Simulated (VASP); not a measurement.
# Sb (Pm-3n) in VASP: a series of runs, part 2 of 2

VASP 6.6.1. Earlier steps stand in the parts before.

## 4. Relaxation of cell and atoms, PBEsol

This run uses another cell than the first one, of 27.18 Å³/atom.

Input file INCAR:

```
SYSTEM = Sb
ALGO     = Normal         ! electronic algorithm
EDIFF    = 1E-6           ! SCF threshold, eV
EDIFFG   = -0.01          ! ionic threshold
ENCUT    = 600            ! plane-wave cutoff, eV
GGA      = PS             ! functional
IBRION   = 2              ! ionic algorithm
ISIF     = 3              ! what is computed and relaxed
ISMEAR   = -1             ! smearing method
LASPH    = .TRUE.         ! aspherical terms in the spheres
LCHARG   = .FALSE.        ! write CHGCAR
LREAL    = .FALSE.        ! projectors in reciprocal space
LWAVE    = .FALSE.        ! write WAVECAR
NELM     = 60             ! most SCF steps
NSW      = 80             ! ionic steps
PREC     = Accurate       ! precision mode
SIGMA    = 0.1            ! smearing width, eV
```

Input file KPOINTS:

```
k-points
0
G
  4 4 4
  0 0 0
```

Input file POSCAR:

```
Sb
1.0
    6.0135035706      0.0000000000      0.0000000000
    0.0000000000      6.0135035706      0.0000000000
    0.0000000000      0.0000000000      6.0135035706
Sb
8
Direct
    0.0000000000      0.0000000000      0.0000000000
    0.5000000000      0.5000000000      0.5000000000
    0.2500000000      0.0000000000      0.5000000000
    0.7500000000      0.0000000000      0.5000000000
    0.5000000000      0.2500000000      0.0000000000
    0.5000000000      0.7500000000      0.0000000000
    0.0000000000      0.5000000000      0.2500000000
    0.0000000000      0.5000000000      0.7500000000
```

Potentials or basis: VASP PAW PBE potentials, release 64 (Sb).

The run is started by

```sh
> cat potpaw_PBE.64/Sb/POTCAR > POTCAR
> mpirun -np 1 vasp_std > vasp.out
```

OUTCAR:

```text
SYSTEM = Sb
   EDIFF = 1E-6
   EDIFFG = -0.01
   ENCUT = 600
   GGA = PS
   IBRION = 2
   ISIF = 3
   ISMEAR = -1
   LASPH = .TRUE.
   LREAL = .FALSE.
   NELM = 60
   NSW = 80
   PREC = Accurate

 ion  position               nearest neighbor table
   1  0.000  0.000  0.000-   3 3.36   4 3.36   5 3.36   6 3.36   7 3.36   8 3.36   3 3.36   4 3.36
                             7 3.36   8 3.36   5 3.36   6 3.36
   2  0.500  0.500  0.500-   3 3.36   4 3.36   5 3.36   6 3.36   7 3.36   8 3.36   5 3.36   6 3.36
                             3 3.36   4 3.36   7 3.36   8 3.36
   3  0.250  0.000  0.500-   4 3.01   4 3.01   1 3.36   1 3.36   2 3.36   2 3.36   8 3.68   5 3.68
                             5 3.68   6 3.68   6 3.68   7 3.68   8 3.68   7 3.68
   4  0.750  0.000  0.500-   3 3.01   3 3.01   1 3.36   1 3.36   2 3.36   2 3.36   8 3.68   5 3.68
                             5 3.68   6 3.68   6 3.68   7 3.68   8 3.68   7 3.68
   5  0.500  0.250  0.000-   6 3.01   6 3.01   1 3.36   2 3.36   2 3.36   1 3.36   8 3.68   4 3.68
                             3 3.68   4 3.68   3 3.68   7 3.68   7 3.68   8 3.68
   6  0.500  0.750  0.000-   5 3.01   5 3.01   1 3.36   2 3.36   2 3.36   1 3.36   8 3.68   4 3.68
                             3 3.68   4 3.68   3 3.68   7 3.68   7 3.68   8 3.68
   7  0.000  0.500  0.250-   8 3.01   8 3.01   1 3.36   2 3.36   1 3.36   2 3.36   3 3.68   4 3.68
                             5 3.68   3 3.68   4 3.68   6 3.68   5 3.68   6 3.68
   8  0.000  0.500  0.750-   7 3.01   7 3.01   1 3.36   2 3.36   1 3.36   2 3.36   3 3.68   4 3.68
                             5 3.68   3 3.68   4 3.68   6 3.68   5 3.68   6 3.68
[... 179 lines left out ...]
  ext. energy  EPLUGINS =         0.00000000
  ---------------------------------------------------
  free energy    TOTEN  =       -33.83874690 eV

  energy without entropy =      -33.57881935  energy(sigma->0) =      -33.70878313

------------------------ aborting loop because EDIFF is reached ----------------------------------------

  FORCE on cell =-STRESS in cart. coord.  units (eV):
  Direction    XX          YY          ZZ          XY          YZ          ZX
  --------------------------------------------------------------------------------------
  -------------------------------------------------------------------------------------
  Total       -1.5883876     -1.5883876     -1.5883876     -0.0000000     -0.0000000     -0.0000000
  in kB      -11.7026533    -11.7026533    -11.7026533     -0.0000000     -0.0000000     -0.0000000
  external PRESSURE =     -11.7026533 kB  Pullay stress =       0.0000000 kB
[... 71 lines left out ...]
--------------------------------------- Ionic step        3  -------------------------------------------

 number of electron      40.0000007 magnetization

 Free energy of the ion-electron system (eV)
  ---------------------------------------------------
  ext. energy  EPLUGINS =         0.00000000
  ---------------------------------------------------
  free energy    TOTEN  =       -33.85395097 eV

  energy without entropy =      -33.59347891  energy(sigma->0) =      -33.72371494

 E-fermi :   8.5144     XC(G=0): -10.3676

 val. band max:        8.4264992375   @ k =   0.2500   0.2500   0.0000
 cond. band min:       8.5403653884   @ k =   0.2500   0.0000   0.0000
 fundamental gap:      0.1138661509
 Fermi energy:         8.5143714249

 k-point     1 :       0.0000    0.0000    0.0000
  band No.  band energies     occupation
      1      -4.5659      2.00000
      2      -1.4682      2.00000
      3      -1.4682      2.00000
      4      -1.1814      2.00000
      5       0.3707      2.00000
      6       0.3707      2.00000
[... 304 lines left out ...]
  FREE ENERGIE OF THE ION-ELECTRON SYSTEM (eV)
  ---------------------------------------------------
  free  energy   TOTEN  =       -33.8539509656 eV

  energy  without entropy=      -33.5934789091  energy(sigma->0) =      -33.72371494

 reached required accuracy - stopping structural energy minimisation
```

CONTCAR:

```text
Sb
   1.00000000000000
     5.9756081455971559    0.0000000000000000   -0.0000000000000000
    -0.0000000000000000    5.9756081455971559   -0.0000000000000000
    -0.0000000000000000   -0.0000000000000000    5.9756081455971559
  Sb
     8
Direct
     0.0000000000000000    0.0000000000000000    0.0000000000000000
     0.5000000000000000    0.5000000000000000    0.5000000000000000
     0.2500000000000000    0.0000000000000000    0.5000000000000000
     0.7500000000000000    0.0000000000000000    0.5000000000000000
     0.5000000000000000    0.2500000000000000    0.0000000000000000
     0.5000000000000000    0.7500000000000000    0.0000000000000000
     0.0000000000000000    0.5000000000000000    0.2500000000000000
     0.0000000000000000    0.5000000000000000    0.7500000000000000

  0.00000000E+00  0.00000000E+00  0.00000000E+00
  0.00000000E+00  0.00000000E+00  0.00000000E+00
  0.00000000E+00  0.00000000E+00  0.00000000E+00
  0.00000000E+00  0.00000000E+00  0.00000000E+00
  0.00000000E+00  0.00000000E+00  0.00000000E+00
  0.00000000E+00  0.00000000E+00  0.00000000E+00
  0.00000000E+00  0.00000000E+00  0.00000000E+00
  0.00000000E+00  0.00000000E+00  0.00000000E+00
```

Run time: 2.1 min. Hardware: 1 thread of Intel Xeon Platinum 8375C at 2.90GHz (Ice Lake), shared host; peak memory 0.35 GiB.

What came out:

| Property | Result |
| --- | --- |
| Free energy | -33.8540 eV |
| Relaxed volume | 26.67 Å³/atom |
| Relaxed cell | a = 5.976 Å, b = 5.976 Å, c = 5.976 Å, α = 90.00°, β = 90.00°, γ = 90.00° |
| Space group after relaxing (to 0.1 Å) | Pm-3n (No. 223) |
| Energy gained by relaxing | 1.9 meV/atom |
| Ionic steps | 3 |
| Pressure after relaxing | 0.0 GPa |
| Band gap on the k mesh | zero (bands 20 and 21 overlap by 0.21 eV) |

Step by step:
| step | energy change (eV) | largest force (eV/Å) | pressure (GPa) | volume (Å³) |
| --- | --- | --- | --- | --- |
| 1 | 0.0000 | 0.0000 | -1.17 | 217.46 |
| 2 | -0.0109 | 0.0000 | 0.66 | 211.27 |
| 3 | -0.0152 | 0.0000 | 0.00 | 213.38 |

Final structure:
```
Sb
1.0
     5.97561    0.00000    0.00000
     0.00000    5.97561    0.00000
     0.00000    0.00000    5.97561
Sb
8
Cartesian
  0.0000 0.0000 0.0000
  2.9878 2.9878 2.9878
  1.4939 0.0000 2.9878
  4.4817 0.0000 2.9878
  2.9878 1.4939 0.0000
  2.9878 4.4817 0.0000
  0.0000 2.9878 1.4939
  0.0000 2.9878 4.4817
```

Levels at points of the mesh, in eV from the Fermi level:
```tsv
k point	band 16	band 17	band 18	band 19	band 20	band 21	band 22	band 23	band 24	band 25
(0.00, 0.00, 0.00)	-3.05	-2.23	-1.74	-1.74	-1.74	0.80	0.80	0.80	1.22	1.22
(0.50, 0.00, 0.00)	-2.23	-1.37	-1.37	-0.80	-0.80	0.34	0.34	1.21	1.21	1.40
(0.50, 0.50, 0.00)	-1.52	-1.30	-1.30	-0.60	-0.32	0.52	0.60	1.32	1.32	1.63
(0.50, 0.50, 0.50)	-1.44	0.05	0.05	0.05	0.05	0.05	0.05	0.10	0.10	0.10
```

Caveat: the PAW data sets were made with another functional, which shifts forces and pressure a little; spin-orbit coupling is left out, which moves the levels of the heavy elements.

## 5. Summary

| task | cell | k mesh | cutoff (eV) | gap on the mesh (eV) | pressure (GPa) |
| --- | --- | --- | --- | --- | --- |
| single point | a = 5.976 Å, 8 atoms | 4 × 4 × 4 | 520 | none | 0.0 |
| single point | a = 5.976 Å, 8 atoms | 6 × 6 × 6 | 520 | none | -0.1 |
| relaxation of cell and atoms | relaxed from a = 6.014 Å, 8 atoms | 4 × 4 × 4 | 600 | none | 0.0 |

Alike in all rows: level PBEsol; potentials or basis VASP PAW PBE potentials, release 64 (Sb); no spin polarisation; smearing fermi-dirac 0.1 eV.

Caveats: the PAW data sets were made with another functional, which shifts forces and pressure a little; spin-orbit coupling is left out, which moves the levels of the heavy elements.

Total energies depend on the potentials used, so only differences within one code and one set of settings carry meaning.
